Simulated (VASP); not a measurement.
Write the native input for VASP 6.6.1 that does the following.

```
Task                   : single point
Functional             : PBE
Potentials or basis    : VASP PAW PBE potentials, release 64 (Ba_sv, Ti_sv, O)
Cutoff                 : 520 eV
k mesh                 : 2 × 2 × 1
Occupations            : gaussian, width 0.05 eV
Spin                   : no spin polarisation
Dipole correction      : no
Further INCAR settings : LREAL = Auto; ALGO = Normal; EDIFF = 1e-06; NBANDS = 101
```

The structure of Ba5Ti4O12 lies in POSCAR:

```
Ba5Ti4O12
1.0
    6.9745790000      0.0000000000      0.0000000000
    0.0000000000      5.7506790000      0.0000000000
    0.0000000000      0.0000000000     18.7432490000
Ba Ti O
5 4 12
Direct
    0.6657189035      0.4963893406      0.1422554319
    0.0000000000      0.9965862000      0.0533525000
    1.0344414818      0.4821928823      0.3215856473
    0.3427285293      0.9969204469      0.2289221317
    0.5453196393      0.3274465295      0.4797563055
    0.5000000000      0.9814962000      0.0533525000
    0.1451644308      0.4932961677      0.1307055901
    0.8629391372      0.9805284538      0.2390750665
    0.5469467460      0.4748701956      0.3118024478
    0.3359000000      0.7651112000      0.0958378000
    1.0066932743      0.7671345083      0.1787772667
    0.6855910710     -0.0027788509      0.1140305867
    1.0020314743      0.2621460182      0.1821805574
    0.3271900000      0.2651112000      0.0980928000
    0.0000000000      0.5117952000      0.0533525000
    0.6797315555      0.7542448932      0.2632260799
    0.7122573434      0.5191679771      0.3923672370
    1.0229997408     -0.0140654724      0.3104968590
    0.3632389900      0.3513346244      0.3745907712
    0.6749754003      0.2404545980      0.2642345665
    0.3515129258      0.5273294256      0.2397609956
```

The input as run:

INCAR

```
SYSTEM = Ba5Ti4O12
ALGO = Normal
EDIFF = 1E-6
ENCUT = 520
GGA = PE
ISIF = 2
ISMEAR = 0
LASPH = .TRUE.
LCHARG = .FALSE.
LREAL = Auto
LWAVE = .FALSE.
NBANDS = 101
NELM = 100
PREC = Accurate
SIGMA = 0.05
```

KPOINTS

```
k-points
0
G
  2 2 1
  0 0 0
```

Potentials or basis: VASP PAW PBE potentials, release 64 (Ba_sv, Ti_sv, O).

Run with:

```console
$ cat potpaw_PBE.64/Ba_sv/POTCAR potpaw_PBE.64/Ti_sv/POTCAR potpaw_PBE.64/O/POTCAR > POTCAR
$ mpirun -np 1 vasp_std > vasp.out
```

It gave:

```
Largest force          : 4.550 eV/Å
Band gap on the k mesh : zero (bands 85 and 86 overlap by 0.26 eV)
```

Caveat: the k points lie up to 0.55 Å⁻¹ apart; there is no dipole correction, which matters where the two faces differ; spin-orbit coupling is left out, which moves the levels of the heavy elements; semilocal functionals often make such compounds metallic where correlation or magnetic order opens a gap, which also shifts bond lengths.

Run time: 12 min on 1 thread of Intel(R) Xeon(R) Platinum 8488C (Sapphire Rapids), with other jobs on the host, peak memory 0.8 GiB.
